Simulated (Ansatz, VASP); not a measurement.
# Ag in VASP and in Ansatz

```
Ag
1.0
     0.00000    2.02267    2.04310
     2.02267    0.00000    2.04310
     2.02267    2.02267    0.00000
Ag
1
Direct
  0.00000 0.00000 0.00000
```

Change from the starting cell: equal xx and yy strain of -1 %.

Alike in both runs: task single point; functional PBE; k mesh 15 × 15 × 15; occupations fermi-dirac, width 0.05 eV; no spin polarisation.

|  | VASP | Ansatz |
| --- | --- | --- |
| version | VASP 6.6.1 | Ansatz 0.2.0 |
| potentials or method | VASP PAW PBE potentials, release 64 (Ag), cutoff 520 eV | all-electron LAPW, scalar-relativistic |

|  | VASP | Ansatz | Ansatz less VASP |
| --- | --- | --- | --- |
| pressure (GPa) | 6.9 | 7.0 | +0.17 |
| traceless stress, the component that is largest in VASP (GPa) | -0.12 | -0.13 | -0.014 |

Ansatz ran all-electron here, and VASP with PAW potentials.
